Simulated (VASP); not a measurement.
# C (R-3m) in VASP: further runs

C is run at these levels: LDA; tasks: single point.

All numbers are computed with VASP 6.6.1; they aren't measurements. Logs are shortened: lines on timing, memory, paths and dates and some standing lists are left out, and cuts for length are marked.

### 1 The cell of the first run

Symmetry: R-3m, No. 166, trigonal system. The conventional cell has a = 2.497 Å, b = 2.497 Å, c = 6.301 Å, α = 90.00°, β = 90.00°, γ = 120.00°. Within 2.0 Å of C (site symmetry 3m) lie 4 C at 1.53 to 1.58 Å.

### 2 Single point, LDA (equal xy, yz and zx shear strains of +2 %)

Contents of INCAR:

```
PREC = Accurate
ENCUT = 520
EDIFF = 1E-6
ISMEAR = -1
SIGMA = 0.08
LREAL = False
LASPH = True
NELM = 100
ALGO = Normal
ISIF = 2
LWAVE = False
LCHARG = False
GGA = CA
NBANDS = 11
```

Contents of KPOINTS:

```
regular mesh
0
Gamma
  20 20 20
```

Contents of POSCAR:

```
C
1.0
    0.0356680000      1.8012340000      1.8012340000
    1.8012340000      0.0356680000      1.8012340000
    1.8012340000      1.8012340000      0.0356680000
C
2
Direct
    0.5000000000      0.5000000000      0.5000000000
    0.7500000000      0.7500000000      0.7500000000
```

Potentials or basis: VASP PAW LDA potentials, release 64 (C).

Started as:

```sh
cat potpaw_LDA.64/C/POTCAR > POTCAR
mpirun -np 1 vasp_std > vasp.out
```

OUTCAR:

```text
PREC = Accurate
   ENCUT = 520
   EDIFF = 1E-6
   ISMEAR = -1
   LREAL = False
   LASPH = True
   NELM = 100
   ISIF = 2
   GGA = CA

 ion  position               nearest neighbor table
   1  0.500  0.500  0.500-   2 1.53   2 1.53   2 1.53   2 1.58
   2  0.750  0.750  0.750-   1 1.53   1 1.53   1 1.53   1 1.58

  LATTYP: Found a trigonal (rhomboedric) cell.
 ALAT       =     2.5475792533
 COS(alpha) =     0.5197000882

  Lattice vectors:

 A1 = (   0.0356680000,   1.8012340000,   1.8012340000)
 A2 = (   1.8012340000,   0.0356680000,   1.8012340000)
 A3 = (   1.8012340000,   1.8012340000,   0.0356680000)

Analysis of symmetry for initial positions (statically):
=====================================================================
 Subroutine PRICEL returns:
 Original cell was already a primitive cell.

 Routine SETGRP: Setting up the symmetry group for a
 trigonal (rhombohedral) supercell.

 Subroutine GETGRP returns: Found 12 space group operations
 (whereof  6 operations were pure point group operations)
 out of a pool of 12 trial point group operations.

The static configuration has the point symmetry C_3v.
 The point group associated with its full space group is D_3d.

Analysis of symmetry for dynamics (positions and initial velocities):
=====================================================================
 Subroutine PRICEL returns:
 Original cell was already a primitive cell.

 Routine SETGRP: Setting up the symmetry group for a
 trigonal (rhombohedral) supercell.

 Subroutine GETGRP returns: Found 12 space group operations
 (whereof  6 operations were pure point group operations)
 out of a pool of 12 trial point group operations.

The dynamic configuration has the point symmetry C_3v.
 The point group associated with its full space group is D_3d.

 Subroutine INISYM returns: Found 12 space group operations
 (whereof  6 operations are pure point group operations),
 and found     1 'primitive' translations

----------------------------------------------------------------------------------------

                                     Primitive cell

  volume of cell :      11.3409

  direct lattice vectors                    reciprocal lattice vectors
     0.035668000  1.801234000  1.801234000    -0.285971728  0.280418879  0.280418879
     1.801234000  0.035668000  1.801234000     0.280418879 -0.285971728  0.280418879
     1.801234000  1.801234000  0.035668000     0.280418879  0.280418879 -0.285971728

  length of vectors
     2.547579253  2.547579253  2.547579253     0.488926708  0.488926708  0.488926708

  position of ions in fractional coordinates (direct lattice)
     0.500000000  0.500000000  0.500000000
     0.750000000  0.750000000  0.750000000

  ion indices of the primitive-cell ions
   primitive index   ion index
                 1           1
                 2           2

----------------------------------------------------------------------------------------

 KPOINTS: regular mesh

Automatic generation of k-mesh.
 Grid dimensions read from file:
 generate k-points for:   20   20   20

 Generating k-lattice:

  Cartesian coordinates                     Fractional coordinates (reciprocal lattice)
    -0.014298586  0.014020944  0.014020944     0.050000000  0.000000000  0.000000000
     0.014020944 -0.014298586  0.014020944     0.000000000  0.050000000  0.000000000
     0.014020944  0.014020944 -0.014298586     0.000000000  0.000000000  0.050000000

  Length of vectors
     0.024446335  0.024446335  0.024446335

  Shift w.r.t. Gamma in fractional coordinates (k-lattice)
     0.000000000  0.000000000  0.000000000

 Subroutine IBZKPT returns following result:
 ===========================================

 Found    781 irreducible k-points:

 Following reciprocal coordinates:
            Coordinates               Weight
  0.000000  0.000000  0.000000      1.000000
  0.050000  0.000000  0.000000      6.000000
  0.100000  0.000000  0.000000      6.000000
  0.150000  0.000000 -0.000000      6.000000
  0.200000  0.000000  0.000000      6.000000
  0.250000  0.000000  0.000000      6.000000
[... 16 lines left out ...]
 -0.400000  0.050000  0.000000     12.000000
 -0.350000  0.050000 -0.000000     12.000000
 [... further k-points ...]
   k-points           NKPTS =    781   k-points in BZ     NKDIM =    781   number of bands    NBANDS=     11
   number of dos      NEDOS =    301   number of ions     NIONS =      2
   total plane-waves  NPLWV =   8000
   dimension x,y,z NGX =    20 NGY =   20 NGZ =   20
   dimension x,y,z NGXF=    40 NGYF=   40 NGZF=   40
   ions per type =               2
   NGX,Y,Z   is equivalent  to a cutoff of  13.05, 13.05, 13.05 a.u.
   NGXF,Y,Z  is equivalent  to a cutoff of  26.10, 26.10, 26.10 a.u.
 SYSTEM =  unknown system
   PREC   = accura    normal or accurate (medium, high low for compatibility)
   ISTART =      0    job   : 0-new  1-cont  2-samecut
   ICHARG =      2    charge: 1-file 2-atom 10-const
   ISPIN  =      1    spin polarized calculation?
   LNONCOLLINEAR =      F non collinear calculations
   LSORBIT =      F    spin-orbit coupling
   LASPH  =      T    aspherical Exc in radial PAW
   ENCUT  =  520.0 eV  38.22 Ry    6.18 a.u.   4.74  4.74  4.74*2*pi/ulx,y,z
   NELM   =    100;   NELMIN=  2; NELMDL= -5     # of ELM steps
   EDIFF  = 0.1E-05   stopping-criterion for ELM
   LREAL  =      F    real-space projection
   EDIFFG = 0.1E-04   stopping-criterion for IOM
   NSW    =      0    number of steps for IOM
   IBRION =     -1    ionic relax: 0-MD 1-quasi-New 2-CG
   NFREE  =      0    steps in history (QN), initial steepest desc. (CG)
   ISIF   =      2    stress and relaxation
   ISYM   =      2    0-nonsym 1-usesym 2-fastsym
   POTIM  = 0.5000    time-step for ionic-motion
   TEBEG  =    0.0;   TEEND  =   0.0 temperature during run
   PSTRESS=    0.0 pullay stress
   NELECT =       8.0000    total number of electrons
   NUPDOWN=      -1.0000    fix difference up-down
   EMIN   =  10.00;   EMAX   =-10.00  energy-range for DOS
   EFERMI =   0.00;   METHOD = LEGACY
   ISMEAR =    -1;   SIGMA  =   0.08  broadening in eV -4-tet -1-fermi 0-gaus
   EFERMI_NEDOS =   21; number of points for ismear=-14 and -15
   IALGO  =     38    algorithm
   IMIX   =      4    mixing-type and parameters
     AMIX     =   0.40;   BMIX     =  1.00
     AMIX_MAG =   1.60;   BMIX_MAG =  1.00
  volume/ion in A,a.u.               =       5.67        38.27
  Fermi-wavevector in a.u.,A,eV,Ry     =   1.457323  2.753942 28.895930  2.123791
  Thomas-Fermi vector in A             =   2.574138
   LORBIT       =      0    0 simple, 1 ext, 2 COOP (PROOUT), +10 PAW based schemes
   GGA     = CA    functional components
   LHFCALC =     F    Hartree Fock is set to
   AEXX    =    0.0000 exact exchange contribution
   IVDW    =     0    specifies the selected vdW correction
   LEPSILON=     F    determine dielectric tensor
   LRPA    =     F    only Hartree local field effects (RPA)
 non-spin polarized calculation
  energy-cutoff  :      520.00
  volume of cell :       11.34
 maximum number of plane-waves:       319
   NGX =  9   NGY =  9   NGZ =  9

 number of electron       7.9999999 magnetization

 Free energy of the ion-electron system (eV)
  ---------------------------------------------------
  ext. energy  EPLUGINS =         0.00000000
  ---------------------------------------------------
  free energy    TOTEN  =       -20.21219618 eV

  energy without entropy =      -20.21219618  energy(sigma->0) =      -20.21219618

 E-fermi :  11.2881     XC(G=0): -13.5004

 val. band max:        9.7381207967   @ k =   0.0000   0.0000   0.0000
 cond. band min:      13.7994729135   @ k =   0.3500   0.3500   0.0000
 fundamental gap:      4.0613521168
 Fermi energy:        11.2880853114

 k-point     1 :       0.0000    0.0000    0.0000
  band No.  band energies     occupation
      1     -11.5986      2.00000
      2       9.6951      2.00000
      3       9.7381      2.00000
      4       9.7381      2.00000
      5      14.6144      0.00000
      6      15.5746      0.00000
      7      15.5746      0.00000
      8      23.3658      0.00000
      9      28.7557      0.00000
     10      36.3775      0.00000
     11      36.3775      0.00000

 k-point     2 :       0.0500    0.0000    0.0000
  band No.  band energies     occupation
      1     -11.5284      2.00000
      2       9.2785      2.00000
      3       9.5670      2.00000
      4       9.6103      2.00000
      5      14.8017      0.00000
      6      15.7381      0.00000
      7      15.8222      0.00000
      8      23.4164      0.00000
      9      28.8741      0.00000
     10      34.8157      0.00000
     11      35.1168      0.00000

 k-point     3 :       0.1000    0.0000    0.0000
  band No.  band energies     occupation
      1     -11.3180      2.00000
      2       8.1375      2.00000
      3       9.2282      2.00000
      4       9.2758      2.00000
      5      15.2692      0.00000
      6      16.1675      0.00000
      7      16.3806      0.00000
      8      23.5639      0.00000
      9      29.1842      0.00000
     10      33.4216      0.00000
     11      33.8263      0.00000

 k-point     4 :       0.1500    0.0000   -0.0000
  band No.  band energies     occupation
      1     -10.9684      2.00000
      2       6.6440      2.00000
      3       8.7908      2.00000
      4       8.8325      2.00000
      5      15.8598      0.00000
      6      16.7311      0.00000
      7      16.9828      0.00000
      8      23.7950      0.00000
      9      29.5605      0.00000
     10      32.4002      0.00000
     11      32.8933      0.00000
[... 239 lines left out ...]
 k-point    22 :      -0.4500    0.0500   -0.0000
  band No.  band energies     occupation
      1      -5.8689      2.00000
      2      -3.2292      2.00000
      3       6.5199      2.00000
      4       6.8569      2.00000
      5      17.6224      0.00000
      6      18.3701      0.00000
      7      18.9210      0.00000
      8      25.1291      0.00000
      9      30.8384      0.00000
     10      33.8629      0.00000
     11      34.5353      0.00000

 k-point    23 :      -0.4000    0.0500    0.0000
  band No.  band energies     occupation
      1      -6.8398      2.00000
      2      -2.0000      2.00000
      3       6.5426      2.00000
      4       7.0567      2.00000
      5      17.5702      0.00000
      6      18.3951      0.00000
      7      18.8454      0.00000
      8      24.9977      0.00000
      9      30.5773      0.00000
     10      33.4145      0.00000
     11      34.1357      0.00000

 k-point    24 :      -0.3500    0.0500   -0.0000
  band No.  band energies     occupation
      1      -7.8437      2.00000
      2      -0.5198      2.00000
      3       6.6597      2.00000
      4       7.3363      2.00000
      5      17.4489      0.00000
      6      18.4060      0.00000
      7      18.7117      0.00000
      8      24.7794      0.00000
      9      30.3228      0.00000
     10      32.3072      0.00000
     11      34.1057      0.00000

 [... further k-points ...]
[... 5 lines left out ...]
  --------------------------------------------------------------------------------------
  -------------------------------------------------------------------------------------
  Total       -0.7811711     -0.7811711     -0.7811711     -0.7745202     -0.7745202     -0.7745202
  in kB     -110.3595469   -110.3595469   -110.3595469   -109.4199488   -109.4199488   -109.4199488
  external PRESSURE =    -110.3595469 kB  Pullay stress =       0.0000000 kB

 VOLUME and BASIS-vectors are now :
 -----------------------------------------------------------------------------
  energy-cutoff  :      520.00
  volume of cell :       11.34
      direct lattice vectors                 reciprocal lattice vectors
     0.035668000  1.801234000  1.801234000    -0.285971728  0.280418879  0.280418879
     1.801234000  0.035668000  1.801234000     0.280418879 -0.285971728  0.280418879
     1.801234000  1.801234000  0.035668000     0.280418879  0.280418879 -0.285971728

 POSITION                                       TOTAL-FORCE (eV/Angst)
 -----------------------------------------------------------------------------------
      1.81907      1.81907      1.81907         0.026421      0.026421      0.026421
      2.72860      2.72860      2.72860        -0.026421     -0.026421     -0.026421
 -----------------------------------------------------------------------------------
    total drift:                                0.000000     -0.000000      0.000000

  FREE ENERGIE OF THE ION-ELECTRON SYSTEM (eV)
  ---------------------------------------------------
  free  energy   TOTEN  =       -20.2121961785 eV

  energy  without entropy=      -20.2121961785  energy(sigma->0) =      -20.21219618
```

Run time: 2.1 min. Hardware: 1 thread of Intel Xeon 8259CL, shared host; peak memory 0.18 GiB.

Results:

| Property | Result |
| --- | --- |
| Free energy | -20.2122 eV |
| Pressure | -11.0 GPa |
| Largest force | 0.046 eV/Å |
| Band gap on the k mesh | 4.06 eV (least direct gap 4.88 eV) |

Forces in eV/Å, atoms in the order of the input:
```
C    0.026  0.026  0.026
C   -0.026 -0.026 -0.026
```

Stress tensor (GPa, compression positive):
```
-11.04 -10.94 -10.94
-10.94 -11.04 -10.94
-10.94 -10.94 -11.04
```

Caveat: the cell differs from its parent crystal (equal xy, yz and zx shear strains of +2 %); the cell stands under tension.

### 3 Single point, LDA (equal xy, yz and zx shear strains of +1 %)

Contents of INCAR:

```
PREC     = Accurate       # precision mode
ENCUT    = 520            # plane-wave cutoff, eV
EDIFF    = 1E-6           # SCF threshold, eV
ISMEAR   = -1             # smearing method
SIGMA    = 0.08           # smearing width, eV
LREAL    = False          # projectors in reciprocal space
LASPH    = True           # aspherical terms in the spheres
NELM     = 80             # most SCF steps
ALGO     = Normal         # electronic algorithm
ISIF     = 2              # what is computed and relaxed
LWAVE    = False          # write WAVECAR
LCHARG   = False          # write CHGCAR
NBANDS   = 11             # bands
```

KPOINTS is that of step 2.

Contents of POSCAR:

```
C
1.0
    0.0178340000      1.7923170000      1.7923170000
    1.7923170000      0.0178340000      1.7923170000
    1.7923170000      1.7923170000      0.0178340000
C
2
Direct
    0.5000000000      0.5000000000      0.5000000000
    0.7500000000      0.7500000000      0.7500000000
```

Potentials or basis: VASP PAW LDA potentials, release 64 (C).

Started as:

```sh
cat potpaw_LDA.64/C/POTCAR > POTCAR
mpirun -np 1 vasp_std > vasp.out
```

Run time: 2.1 min. Hardware: 1 thread of Intel Xeon 8259CL, shared host; peak memory 0.18 GiB.

The run converged. Its results:

- Free energy: -20.2294 eV
- Pressure: -11.5 GPa
- Largest force: 0.035 eV/Å
- Band gap on the k mesh: 4.09 eV (least direct gap 5.22 eV)

Forces in eV/Å, atoms in the order of the input:
```
C    0.020  0.020  0.020
C   -0.020 -0.020 -0.020
```

Stress tensor (GPa, compression positive):
```
-11.50  -5.53  -5.53
 -5.53 -11.50  -5.53
 -5.53  -5.53 -11.50
```

Levels at points of the mesh, in eV from the valence-band top:
| k point | band 2 | band 3 | band 4 | band 5 | band 6 | band 7 |
| --- | --- | --- | --- | --- | --- | --- |
| (0.00, 0.00, 0.00) | -0.01 | 0.00 | 0.00 | 5.22 | 5.69 | 5.69 |
| (0.50, 0.00, 0.00) | -13.37 | -2.86 | -2.81 | 8.13 | 8.51 | 8.95 |
| (0.50, 0.50, 0.00) | -12.56 | -6.39 | -6.19 | 4.51 | 4.90 | 16.61 |
| (0.50, 0.50, 0.50) | -13.35 | -2.66 | -2.66 | 8.47 | 8.47 | 9.35 |

Caveat: the cell differs from its parent crystal (equal xy, yz and zx shear strains of +1 %); the cell stands under tension.
